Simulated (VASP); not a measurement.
A run of VASP 6.6.1 is set up as follows.

The input POSCAR:

```
Ge
1.0
    1.4181062350     -2.6395237400      0.0000000000
    1.4181062350      2.6395237400      0.0000000000
    0.0000000000      0.0000000000      2.6172840700
Ge
1
Direct
    0.5000000000      0.5000000000      0.0000000000
```

The input INCAR.step1:

```
PREC = Accurate
ENCUT = 520
ISMEAR = 0
SIGMA = 0.15
LREAL = False
LASPH = True
NELM = 80
NBANDS = 13
GGA = PE
ALGO = Normal
EDIFF = 1E-4
LWAVE = True
LCHARG = False
```

INCAR.step2

```
PREC = Accurate
ENCUT = 520
EDIFF = 1E-6
ISMEAR = 0
SIGMA = 0.15
LREAL = False
LASPH = True
NELM = 80
ALGO = Normal
ISIF = 2
LWAVE = False
LCHARG = False
METAGGA = R2SCAN
LMIXTAU = True
NBANDS = 13
ISTART = 1
```

KPOINTS

```
regular mesh
0
Gamma
  20 20 18
```

Potentials or basis: VASP PAW PBE potentials, release 64 (Ge_d).

Run with:

```bash
$ cat potpaw_PBE.64/Ge_d/POTCAR > POTCAR
$ cp INCAR.step1 INCAR
$ mpirun -np 1 vasp_std > vasp.out
$ cp INCAR.step2 INCAR
$ mpirun -np 1 vasp_std > vasp.out
```

Task: Estimate the pressure.

Result: -3.0 GPa.

Task: Estimate the band gap on the k mesh.

Result: Zero (bands 7 and 8 overlap by 10.00 eV).

Stress tensor (GPa, compression positive):
```
-4.92  0.00  0.00
 0.00 -5.84  0.00
 0.00  0.00  1.81
```

Caveat: the cell differs from its parent crystal (strain +0.015 along x and y, -0.030 along z); the stress differs along the axes, from -6 to 2 GPa; the PAW data sets were made with another functional, which shifts forces and pressure a little.
